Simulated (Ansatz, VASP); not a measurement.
Two plane-wave programs on TaC

The input INCAR:

```
SYSTEM = TaC
ALGO = Normal
EDIFF = 1E-6
ENCUT = 600
GGA = PE
GGA_COMPAT = .False.
ISIF = 2
ISMEAR = 1
LASPH = .True.
LCHARG = .False.
LREAL = .False.
LWAVE = .False.
NBANDS = 14
NELM = 120
PREC = Accurate
SIGMA = 0.3
```

Contents of KPOINTS:

```
k-points
0
Gamma
  12 12 12
  0 0 0
```

File POSCAR:

```
TaC
1.0
    0.0000000000      2.2230000000      2.2230000000
    2.2230000000      0.0000000000      2.2230000000
    2.2230000000      2.2230000000      0.0000000000
Ta C
1 1
Direct
    0.0000000000      0.0000000000      0.0000000000
    0.5000000000      0.5000000000      0.5000000000
```

Input for Ansatz:

```yaml
crystal:
  lattice:
    bravais: fcc
    a: 4.446
  space_group: 225
  atoms:
    - { symbol: Ta, position: [0.0, 0.0, 0.0] }
    - { symbol: C, position: [0.5, 0.0, 0.0] }
  reduce_to_primitive: true
kpoints:
  mp_grid:
    grid: [12, 12, 12]
hamiltonian:
  xc: pbe
scf:
  occupations:
    method: methfessel_paxton
    width: 0.3
output:
  forces: true
  stress: true
```

Alike in both runs: task single point; functional PBE; k mesh 12 × 12 × 12; occupations methfessel-paxton of order 1, width 0.3 eV; no spin polarisation.

|  | VASP | Ansatz |
| --- | --- | --- |
| version | VASP 6.6.1 | Ansatz 0.2.0 |
| potentials or method | VASP PAW PBE potentials, release 64 (Ta_pv, C) | plane waves, PAW |
| plane-wave cutoff (eV) | 600 | 420 |
| valence electrons in the cell | 15 | 17 |

|  | VASP | Ansatz | Ansatz less VASP |
| --- | --- | --- | --- |
| pressure (GPa) | 7.4 | 6.8 | -0.62 |

The functional is the same, so the differences come from potentials, cutoffs and numerics. VASP's potentials hold 15 valence electrons a cell and Ansatz's 17, so a difference there can come from the potentials and not from the codes.

Spin-orbit coupling is off throughout.
